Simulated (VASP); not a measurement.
A run of VASP 6.6.1 is set up as follows.

File INCAR:

```
SYSTEM = B
  PREC = Accurate
  ENCUT = 520
  EDIFF = 1E-6
  ISMEAR = -1
  SIGMA = 0.1
  LREAL = .FALSE.
  LASPH = .TRUE.
  NELM = 80
  ALGO = Normal
  ISIF = 2
  LWAVE = .FALSE.
  LCHARG = .TRUE.
  GGA = PS
  LELF = .TRUE.
  LVHAR = .TRUE.
  NBANDS = 12
```

Contents of KPOINTS:

```
Automatic mesh
0
G
  14 14 13
  0 0 0
```

The input POSCAR:

```
B
1.0
    2.9264058126      0.0000000000      0.0000000000
   -1.4632029063      2.5343417755      0.0000000000
    0.0000000000      0.0000000000      2.8790387235
B
3
Direct
    0.0000000000      0.0000000000      0.0000000000
    0.3333333333      0.6666666667      0.5000000000
    0.6666666667      0.3333333333      0.5000000000
```

Potentials or basis: VASP PAW PBE potentials, release 64 (B).

Command:

```sh
$ cat potpaw_PBE.64/B/POTCAR > POTCAR
$ mpirun -np 1 vasp_std > vasp.out
```

(1) Predict the pressure.

Results:

(1) -15.6 GPa.

Caveat: the PAW data sets were made with another functional, which shifts forces and pressure a little.
